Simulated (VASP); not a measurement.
Ir, 1 atom in the cell. The structure is monoclinic, space group C2/m (No. 12). The conventional cell has a = 3.990 Å, b = 2.695 Å, c = 2.727 Å, α = 90.00°, β = 112.94°, γ = 90.00°. Within 3.2 Å of Ir (site symmetry 2/m) lie 12 Ir at 2.41 to 3.00 Å.  This cell differs from its parent crystal: engineering shear strain xz -0.2200, engineering shear strain yz -0.2200.

```yaml
Program: VASP 6.6.1
Task: single point
Functional: LDA
Potentials_or_basis: VASP PAW LDA potentials, release 64 (Ir)
Cutoff: 520 eV
k_mesh: 20 × 20 × 20
Occupations: gaussian, width 0.15 eV
Spin: no spin polarisation
Dipole_correction: no
Further_INCAR_settings: ALGO = Fast; EDIFF = 1e-07; NBANDS = 10
```

Potentials or basis: VASP PAW LDA potentials, release 64 (Ir).

Launch:

```console
$ cat potpaw_LDA.64/Ir/POTCAR > POTCAR
$ mpirun -np 1 vasp_std > vasp.out
```

Hardware: 1 thread of Intel(R) Xeon(R) Platinum 8488C (Sapphire Rapids), on a shared host.

**Question.** How long does it take, and how much memory?

**Answer.** It took 2.8 min on 1 thread of Intel(R) Xeon(R) Platinum 8488C (Sapphire Rapids) (shared host), peak memory 0.39 GiB. Counts: scf iterations 16, k points 2112.
